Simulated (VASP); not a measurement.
# Te2Mo (Cm) in VASP: a series of runs

Runs on Te2Mo. Level: PBE. Tasks: single point.

All numbers are computed with VASP 6.6.1; they aren't measurements. Logs are shortened: lines on timing, memory, paths and dates and some standing lists are left out, and cuts for length are marked.

### Step 1. The cell of the first run

Symmetry: Cm, No. 8, monoclinic system. Conventional cell: a = 6.161 Å, b = 3.557 Å, c = 15.205 Å, α = 90.00°, β = 90.00°, γ = 90.00°. Te (site symmetry m) has 3 Mo at 2.89 to 3.05 Å and 6 Te at 3.56 Å within 3.8 Å. Within 3.6 Å of Te (site symmetry m) lie 3 Mo at 2.74 Å and 6 Te at 3.56 Å. Within 3.6 Å of Te (site symmetry m) lie 3 Mo at 2.74 Å and 6 Te at 3.56 Å. Within 3.6 Å of Te (site symmetry m) lie 3 Mo at 2.74 Å and 6 Te at 3.56 Å. Mo (site symmetry m) has 6 Te at 2.74 Å and 6 Mo at 3.56 Å within 3.6 Å. Within 3.6 Å of Mo (site symmetry m) lie 6 Te at 2.74 to 3.05 Å and 6 Mo at 3.56 Å.

### Step 2. Single point, PBE (atom 1 (Te) moved by (-0.150, -0.300) A along y and z)

File INCAR:

```
SYSTEM = Te2Mo
  PREC = Accurate
  ENCUT = 520
  EDIFF = 1E-6
  ISMEAR = 0
  SIGMA = 0.05
  LREAL = .FALSE.
  LASPH = .TRUE.
  NELM = 60
  ALGO = Normal
  ISIF = 2
  LWAVE = .FALSE.
  LCHARG = .FALSE.
  GGA = PE
  NBANDS = 35
```

File KPOINTS:

```
regular mesh
0
G
  12 12 2
  0 0 0
```

File POSCAR:

```
Te2Mo
1.0
    3.5570664331      0.0000000000      0.0000000000
   -1.7785332165      3.0805098940      0.0000000000
    0.0000000000      0.0000000000     15.2047186580
Te Mo
4 2
Direct
    0.3089867146      0.6179734291      0.6113636383
    0.6666666667      0.3333333333      0.1310943552
    0.3333333333      0.6666666667      0.8689056448
    0.6666666667      0.3333333333      0.3689056448
    0.3333333333      0.6666666667      0.2500000000
    0.6666666667      0.3333333333      0.7500000000
```

Potentials or basis: VASP PAW PBE potentials, release 64 (Te, Mo_sv).

Command:

```console
$ cat potpaw_PBE.64/Te/POTCAR potpaw_PBE.64/Mo_sv/POTCAR > POTCAR
$ mpirun -np 1 vasp_std > vasp.out
```

OUTCAR:

```text
SYSTEM = Te2Mo
   PREC = Accurate
   ENCUT = 520
   EDIFF = 1E-6
   ISMEAR = 0
   LREAL = .FALSE.
   LASPH = .TRUE.
   NELM = 60
   ISIF = 2
   GGA = PE

 ion  position               nearest neighbor table
   1  0.309  0.618  0.611-   6 2.89   6 2.89   6 3.05
   2  0.667  0.333  0.131-   5 2.74   5 2.74   5 2.74   4 3.62
   3  0.333  0.667  0.869-   6 2.74   6 2.74   6 2.74
   4  0.667  0.333  0.369-   5 2.74   5 2.74   5 2.74   2 3.62
   5  0.333  0.667  0.250-   2 2.74   4 2.74   2 2.74   4 2.74   2 2.74   4 2.74
   6  0.667  0.333  0.750-   3 2.74   3 2.74   3 2.74   1 2.89   1 2.89   1 3.05

  LATTYP: Found a hexagonal cell.
 ALAT       =     3.5570664331
 C/A-ratio  =     4.2745107363

  Lattice vectors:

 A1 = (   3.5570664331,   0.0000000000,   0.0000000000)
 A2 = (  -1.7785332165,   3.0805098940,   0.0000000000)
 A3 = (   0.0000000000,   0.0000000000,  15.2047186580)

Analysis of symmetry for initial positions (statically):
=====================================================================
 Subroutine PRICEL returns:
 Original cell was already a primitive cell.

 Routine SETGRP: Setting up the symmetry group for a
 hexagonal supercell.

 Subroutine GETGRP returns: Found  2 space group operations
 (whereof  2 operations were pure point group operations)
 out of a pool of 24 trial point group operations.

The static configuration has the point symmetry C_1h.

Analysis of symmetry for dynamics (positions and initial velocities):
=====================================================================
 Subroutine PRICEL returns:
 Original cell was already a primitive cell.

 Routine SETGRP: Setting up the symmetry group for a
 hexagonal supercell.

 Subroutine GETGRP returns: Found  2 space group operations
 (whereof  2 operations were pure point group operations)
 out of a pool of 24 trial point group operations.

The dynamic configuration has the point symmetry C_1h.

 Subroutine INISYM returns: Found  2 space group operations
 (whereof  2 operations are pure point group operations),
 and found     1 'primitive' translations

----------------------------------------------------------------------------------------

                                     Primitive cell

  volume of cell :     166.6069

  direct lattice vectors                    reciprocal lattice vectors
     3.557066433  0.000000000  0.000000000     0.281130538  0.162310792  0.000000000
    -1.778533217  3.080509894  0.000000000     0.000000000  0.324621584  0.000000000
     0.000000000  0.000000000 15.204718658     0.000000000  0.000000000  0.065769056

  length of vectors
     3.557066433  3.557066433 15.204718658     0.324621584  0.324621584  0.065769056

  position of ions in fractional coordinates (direct lattice)
     0.308986715  0.617973429  0.611363638
     0.666666667  0.333333333  0.131094355
     0.333333333  0.666666667  0.868905645
     0.666666667  0.333333333  0.368905645
     0.333333333  0.666666667  0.250000000
     0.666666667  0.333333333  0.750000000

  ion indices of the primitive-cell ions
   primitive index   ion index
                 1           1
                 2           2
                 3           3
                 4           4
                 5           5
                 6           6

----------------------------------------------------------------------------------------

 KPOINTS: regular mesh

Automatic generation of k-mesh.
 Grid dimensions read from file:
 generate k-points for:   12   12    2

 Generating k-lattice:

  Cartesian coordinates                     Fractional coordinates (reciprocal lattice)
     0.023427545  0.013525899  0.000000000     0.083333333  0.000000000  0.000000000
     0.000000000  0.027051799  0.000000000     0.000000000  0.083333333  0.000000000
     0.000000000  0.000000000  0.032884528     0.000000000  0.000000000  0.500000000

  Length of vectors
     0.027051799  0.027051799  0.032884528

  Shift w.r.t. Gamma in fractional coordinates (k-lattice)
     0.000000000  0.000000000  0.000000000

 Subroutine IBZKPT returns following result:
 ===========================================

 Found     86 irreducible k-points:

 Following reciprocal coordinates:
            Coordinates               Weight
  0.000000  0.000000  0.000000      1.000000
  0.083333  0.000000  0.000000      4.000000
  0.000000  0.083333  0.000000      2.000000
  0.166667  0.000000  0.000000      4.000000
  0.000000  0.166667  0.000000      2.000000
  0.250000  0.000000  0.000000      4.000000
[... 16 lines left out ...]
 -0.083333  0.416667  0.000000      4.000000
 -0.416667  0.333333  0.000000      4.000000
 [... further k-points ...]
   k-points           NKPTS =     86   k-points in BZ     NKDIM =     86   number of bands    NBANDS=     35
   number of dos      NEDOS =    301   number of ions     NIONS =      6
   total plane-waves  NPLWV =  94080
   dimension x,y,z NGX =    28 NGY =   28 NGZ =  120
   dimension x,y,z NGXF=    56 NGYF=   56 NGZF=  240
   ions per type =               4   2
   NGX,Y,Z   is equivalent  to a cutoff of  13.09, 13.09, 13.12 a.u.
   NGXF,Y,Z  is equivalent  to a cutoff of  26.17, 26.17, 26.24 a.u.
 SYSTEM =  Te2Mo
   PREC   = accura    normal or accurate (medium, high low for compatibility)
   ISTART =      0    job   : 0-new  1-cont  2-samecut
   ICHARG =      2    charge: 1-file 2-atom 10-const
   ISPIN  =      1    spin polarized calculation?
   LNONCOLLINEAR =      F non collinear calculations
   LSORBIT =      F    spin-orbit coupling
   LASPH  =      T    aspherical Exc in radial PAW
   ENCUT  =  520.0 eV  38.22 Ry    6.18 a.u.   6.61  6.61 28.27*2*pi/ulx,y,z
   NELM   =     60;   NELMIN=  2; NELMDL= -5     # of ELM steps
   EDIFF  = 0.1E-05   stopping-criterion for ELM
   LREAL  =      F    real-space projection
[... 7 lines left out ...]
   TEBEG  =    0.0;   TEEND  =   0.0 temperature during run
   PSTRESS=    0.0 pullay stress
   NELECT =      52.0000    total number of electrons
   NUPDOWN=      -1.0000    fix difference up-down
   EMIN   =  10.00;   EMAX   =-10.00  energy-range for DOS
   EFERMI =   0.00;   METHOD = LEGACY
   ISMEAR =     0;   SIGMA  =   0.05  broadening in eV -4-tet -1-fermi 0-gaus
   EFERMI_NEDOS =   21; number of points for ismear=-14 and -15
   IALGO  =     38    algorithm
   IMIX   =      4    mixing-type and parameters
     AMIX     =   0.40;   BMIX     =  1.00
     AMIX_MAG =   1.60;   BMIX_MAG =  1.00
  volume/ion in A,a.u.               =      27.77       187.39
  Fermi-wavevector in a.u.,A,eV,Ry     =   1.110482  2.098507 16.778308  1.233171
  Thomas-Fermi vector in A             =   2.247034
   LORBIT       =      0    0 simple, 1 ext, 2 COOP (PROOUT), +10 PAW based schemes
   GGA     = PE    functional components
   LHFCALC =     F    Hartree Fock is set to
   AEXX    =    0.0000 exact exchange contribution
   IVDW    =     0    specifies the selected vdW correction
   LEPSILON=     F    determine dielectric tensor
   LRPA    =     F    only Hartree local field effects (RPA)
 non-spin polarized calculation
 Gauss-broadening in eV      SIGMA  =   0.05
  energy-cutoff  :      520.00
  volume of cell :      166.61
 maximum number of plane-waves:      4544
   NGX = 13   NGY = 13   NGZ = 57

 number of electron      52.0000002 magnetization

 Free energy of the ion-electron system (eV)
  ---------------------------------------------------
  ext. energy  EPLUGINS =         0.00000000
  ---------------------------------------------------
  free energy    TOTEN  =       -35.63999526 eV

  energy without entropy =      -35.63999526  energy(sigma->0) =      -35.63999526

 E-fermi :   7.1324     XC(G=0):  -9.8581

 val. band max:        6.8299271638   @ k =   0.5000   0.0000   0.0000
 cond. band min:       7.4916722899   @ k =   0.1667   0.1667   0.0000
 fundamental gap:      0.6617451261
 Fermi energy:         7.1323917547

 k-point     1 :       0.0000    0.0000    0.0000
  band No.  band energies     occupation
      1     -54.0621      2.00000
      2     -53.9989      2.00000
      3     -28.2067      2.00000
      4     -28.1366      2.00000
      5     -28.1051      2.00000
      6     -28.1050      2.00000
[... 27 lines left out ...]
     34      10.1019      0.00000
     35      11.7006      0.00000

 k-point     2 :       0.0833    0.0000    0.0000
  band No.  band energies     occupation
      1     -54.0615      2.00000
      2     -53.9984      2.00000
      3     -28.2050      2.00000
      4     -28.1352      2.00000
      5     -28.1128      2.00000
      6     -28.1069      2.00000
[... 27 lines left out ...]
     34      10.0027      0.00000
     35      12.0181      0.00000

 k-point     3 :       0.0000    0.0833    0.0000
  band No.  band energies     occupation
      1     -54.0615      2.00000
      2     -53.9984      2.00000
      3     -28.2050      2.00000
      4     -28.1353      2.00000
      5     -28.1128      2.00000
      6     -28.1069      2.00000
[... 27 lines left out ...]
     34      10.0376      0.00000
     35      12.0122      0.00000

 k-point     4 :       0.1667    0.0000    0.0000
  band No.  band energies     occupation
      1     -54.0600      2.00000
      2     -53.9970      2.00000
      3     -28.2004      2.00000
      4     -28.1338      2.00000
      5     -28.1314      2.00000
      6     -28.1118      2.00000
[... 27 lines left out ...]
     34       9.9932      0.00000
     35      12.2886      0.00000

 k-point     5 :       0.0000    0.1667    0.0000
  band No.  band energies     occupation
      1     -54.0600      2.00000
      2     -53.9970      2.00000
      3     -28.2004      2.00000
      4     -28.1338      2.00000
      5     -28.1317      2.00000
      6     -28.1118      2.00000
[... 638 lines left out ...]
 k-point    22 :       0.3333    0.0833    0.0000
  band No.  band energies     occupation
      1     -54.0548      2.00000
      2     -53.9922      2.00000
      3     -28.2013      2.00000
      4     -28.1847      2.00000
      5     -28.1321      2.00000
      6     -28.1188      2.00000
[... 27 lines left out ...]
     34      10.3316      0.00000
     35      11.3170      0.00000

 k-point    23 :      -0.0833    0.4167    0.0000
  band No.  band energies     occupation
      1     -54.0548      2.00000
      2     -53.9922      2.00000
      3     -28.2012      2.00000
      4     -28.1847      2.00000
      5     -28.1322      2.00000
      6     -28.1200      2.00000
[... 27 lines left out ...]
     34      10.3083      0.00000
     35      11.3379      0.00000

 k-point    24 :      -0.4167    0.3333    0.0000
  band No.  band energies     occupation
      1     -54.0548      2.00000
      2     -53.9922      2.00000
      3     -28.2013      2.00000
      4     -28.1847      2.00000
      5     -28.1321      2.00000
      6     -28.1186      2.00000
[... 27 lines left out ...]
     34      10.3976      0.00000
     35      11.3122      0.00000

 [... further k-points ...]
[... 5 lines left out ...]
  --------------------------------------------------------------------------------------
  -------------------------------------------------------------------------------------
  Total       -1.7040325     -1.7393694     -5.2279244     -0.0000000     -0.7659552     -0.0000000
  in kB      -16.3868504    -16.7266680    -50.2744016     -0.0000000     -7.3658176     -0.0000000
  external PRESSURE =     -27.7959733 kB  Pullay stress =       0.0000000 kB

 VOLUME and BASIS-vectors are now :
 -----------------------------------------------------------------------------
  energy-cutoff  :      520.00
  volume of cell :      166.61
      direct lattice vectors                 reciprocal lattice vectors
     3.557066433  0.000000000  0.000000000     0.281130538  0.162310792  0.000000000
    -1.778533217  3.080509894  0.000000000     0.000000000  0.324621584  0.000000000
     0.000000000  0.000000000 15.204718658     0.000000000  0.000000000  0.065769056

 POSITION                                       TOTAL-FORCE (eV/Angst)
 -----------------------------------------------------------------------------------
      0.00000      1.90367      9.29561         0.000000      0.428013      2.239855
      1.77853      1.02684      1.99325         0.000000      0.000421     -0.019066
     -0.00000      2.05367     13.21147         0.000000      0.048555     -0.363007
      1.77853      1.02684      5.60911        -0.000000     -0.004689     -0.002416
     -0.00000      2.05367      3.80118        -0.000000     -0.002543      0.011463
      1.77853      1.02684     11.40354        -0.000000     -0.469758     -1.866828
 -----------------------------------------------------------------------------------
    total drift:                               -0.000000     -0.000052      0.000130

  FREE ENERGIE OF THE ION-ELECTRON SYSTEM (eV)
  ---------------------------------------------------
  free  energy   TOTEN  =       -35.6399952577 eV

  energy  without entropy=      -35.6399952577  energy(sigma->0) =      -35.63999526
```

Wall time 21 min (1 thread of AMD EPYC 7R13, shared host); peak memory 0.55 GiB.

Results:

```yaml
Free_energy: -35.6400 eV
Pressure: -2.8 GPa
Largest_force: 2.280 eV/Å
Band_gap_on_the_k_mesh: 0.66 eV, indirect (least direct gap 0.90 eV)
```

Forces on the atoms (eV/Å):
```
Te   0.000  0.428  2.240
Te   0.000  0.000 -0.019
Te   0.000  0.049 -0.363
Te   0.000 -0.005 -0.002
Mo   0.000 -0.003  0.011
Mo   0.000 -0.470 -1.867
```

Stress tensor (GPa, compression positive):
```
-1.64  0.00  0.00
 0.00 -1.67 -0.74
 0.00 -0.74 -5.03
```

Levels at points of the mesh, in eV from the valence-band top:
| k point | band 23 | band 24 | band 25 | band 26 | band 27 | band 28 | band 29 | band 30 |
| --- | --- | --- | --- | --- | --- | --- | --- | --- |
| (0.00, 0.00, 0.00) | -0.75 | -0.63 | -0.37 | -0.23 | 2.54 | 2.72 | 2.83 | 2.84 |
| (0.50, 0.00, 0.00) | -0.95 | -0.79 | -0.54 | 0.00 | 1.19 | 1.38 | 1.43 | 1.64 |
| (0.00, 0.50, 0.00) | -0.95 | -0.73 | -0.54 | -0.09 | 1.19 | 1.39 | 1.42 | 1.64 |
| (0.00, 0.00, 0.50) | -0.63 | -0.51 | -0.34 | -0.29 | 2.54 | 2.72 | 2.83 | 2.85 |
| (0.50, 0.00, 0.50) | -0.94 | -0.79 | -0.53 | -0.01 | 1.19 | 1.39 | 1.52 | 1.55 |
| (0.00, 0.50, 0.50) | -0.95 | -0.73 | -0.53 | -0.10 | 1.19 | 1.42 | 1.51 | 1.55 |

Caveat: the cell differs from its parent crystal (atom 1 (Te) moved by (-0.150, -0.300) A along y and z); spin-orbit coupling is left out, which moves the levels of the heavy elements; this functional lacks dispersion, which binds the layers, so the pressure and a relaxed spacing across them are unreliable; forces of over 1 eV/Å act on the atoms, so gaps and moduli don't describe the material at rest.

### Step 3. Single point, PBE (atom 1 (Te) moved by (-0.150, +0.000) A along y and z)

File INCAR:

```
SYSTEM = Te2Mo
PREC     = Accurate       ! precision mode
ENCUT    = 520            ! plane-wave cutoff, eV
EDIFF    = 1E-6           ! SCF threshold, eV
ISMEAR   = 0              ! smearing method
SIGMA    = 0.05           ! smearing width, eV
LREAL    = .FALSE.        ! projectors in reciprocal space
LASPH    = .TRUE.         ! aspherical terms in the spheres
NELM     = 60             ! most SCF steps
ALGO     = Normal         ! electronic algorithm
ISIF     = 2              ! what is computed and relaxed
LWAVE    = .FALSE.        ! write WAVECAR
LCHARG   = .TRUE.         ! write CHGCAR
GGA      = PE             ! functional
LELF     = .TRUE.         ! ELF
LVHAR    = .TRUE.       
NBANDS   = 35             ! bands
```

KPOINTS is that of step 2.

POSCAR, as its differences from that of step 2:

```diff
@@ -8,3 +8,3 @@
 Direct
-    0.3089867146      0.6179734291      0.6113636383
+    0.3089867146      0.6179734291      0.6310943552
     0.6666666667      0.3333333333      0.1310943552
```

Potentials or basis: VASP PAW PBE potentials, release 64 (Te, Mo_sv).

Command:

```console
$ cat potpaw_PBE.64/Te/POTCAR potpaw_PBE.64/Mo_sv/POTCAR > POTCAR
$ mpirun -np 1 vasp_std > vasp.out
```

Wall time 18 min (1 thread of AMD EPYC 7R13, shared host); peak memory 0.55 GiB.

The run converged. Its results:

```yaml
Free_energy: -36.0079 eV
Pressure: 0.2 GPa
Largest_force: 0.932 eV/Å
Band_gap_on_the_k_mesh: 0.99 eV, indirect (least direct gap 1.02 eV)
```

Forces on the atoms (eV/Å):
```
Te   0.000  0.864 -0.163
Te   0.000  0.000 -0.011
Te   0.000  0.060  0.018
Te   0.000 -0.003  0.011
Mo   0.000 -0.001  0.000
Mo   0.000 -0.920  0.145
```

Stress tensor (GPa, compression positive):
```
 0.53  0.00  0.00
 0.00 -0.41 -1.37
 0.00 -1.37  0.38
```

Levels at points of the mesh, in eV from the valence-band top:
| k point | band 23 | band 24 | band 25 | band 26 | band 27 | band 28 | band 29 | band 30 |
| --- | --- | --- | --- | --- | --- | --- | --- | --- |
| (0.00, 0.00, 0.00) | -0.89 | -0.81 | -0.67 | -0.12 | 2.72 | 2.98 | 2.99 | 3.10 |
| (0.50, 0.00, 0.00) | -0.88 | -0.79 | -0.39 | -0.26 | 1.31 | 1.34 | 1.58 | 1.75 |
| (0.00, 0.50, 0.00) | -0.79 | -0.69 | -0.43 | -0.34 | 1.34 | 1.38 | 1.59 | 1.77 |
| (0.00, 0.00, 0.50) | -0.92 | -0.73 | -0.26 | -0.25 | 2.72 | 2.98 | 2.98 | 3.11 |
| (0.50, 0.00, 0.50) | -0.88 | -0.79 | -0.37 | -0.28 | 1.31 | 1.34 | 1.67 | 1.68 |
| (0.00, 0.50, 0.50) | -0.79 | -0.69 | -0.40 | -0.37 | 1.34 | 1.37 | 1.67 | 1.70 |

Caveat: the cell differs from its parent crystal (atom 1 (Te) moved by (-0.150, +0.000) A along y and z); spin-orbit coupling is left out, which moves the levels of the heavy elements; this functional lacks dispersion, which binds the layers, so the pressure and a relaxed spacing across them are unreliable. A k mesh can miss the band edges.

(Continued in part 2 of 2.)
